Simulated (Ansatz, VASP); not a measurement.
**Ti3Al: VASP beside Ansatz**

```
Ti Al
1.0
     2.92754    0.00000    0.00000
    -1.46377    2.53533    0.00000
     0.00000    0.00000    9.22636
Ti Al
3 1
Direct
  0.66667 0.33333 0.00000
  0.33333 0.66667 0.75059
  0.33333 0.66667 0.24941
  0.66667 0.33333 0.50000
```

Alike in both runs: task relaxation of cell and atoms; functional LDA; k mesh 18 × 18 × 6; occupations gaussian, width 0.1 eV; no spin polarisation.

|  | VASP | Ansatz |
| --- | --- | --- |
| version | VASP 6.6.1 | Ansatz 0.2.0 |
| potentials or method | VASP PAW LDA potentials, release 64 (Ti_sv, Al), cutoff 500 eV | scalar-relativistic, plane waves, PAW |
| valence electrons in the cell | 39 | 39 |

|  | VASP | Ansatz | Ansatz less VASP |
| --- | --- | --- | --- |
| gap on the k mesh at the Fermi level, each at its own relaxed structure (eV) | none | none | - |
| relaxed volume (Å³/atom) | 16.03 | 16.04 | +0.010 |
| relaxed cell length with the largest relative difference (Å) | 2.860 | 2.861 | +0.0008 |

LDA's correlation is that of Perdew and Zunger in VASP and of Perdew and Wang (1992) in Ansatz. A gap of «none» marks a metal or a gap that the smearing closes.
